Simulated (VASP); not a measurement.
Runs of VASP 6.6.1 on TiO2 (Anatase). The structure is that of space group I4_1/amd (No. 141), or close to it. The cells are those of the table. 

```csv
cell,gap on the mesh (eV),pressure (GPa),largest force (eV/Å)
"a = 5.476 Å, angles 139.4, 139.4, 58.7°, 6 atoms",2.07,(a),0.07
"a = 5.366 Å, angles 139.4, 139.4, 58.7°, 6 atoms",2.21,19.0,0.46
"a = 5.422 Å, angles 139.4, 139.4, 58.7°, 6 atoms",(b),10.7,0.25
"a = 5.583 Å, angles 139.4, 139.4, 58.7°, 6 atoms",(c),-7.7,0.25
"a = 5.530 Å, angles 139.4, 139.4, 58.7°, 6 atoms",2.01,(d),0.10
```

Alike in all rows: task single point; level PBE; potentials or basis VASP PAW PBE potentials, release 64 (Ti_sv, O); no spin polarisation; k mesh 7 × 7 × 7; cutoff (eV) 520; smearing gaussian 0.01 eV.

Question: Fill in the values left out.

Answer: (a) 3.6; (b) 2.14; (c) 1.94; (d) -2.5.

A k mesh can miss the band edges.
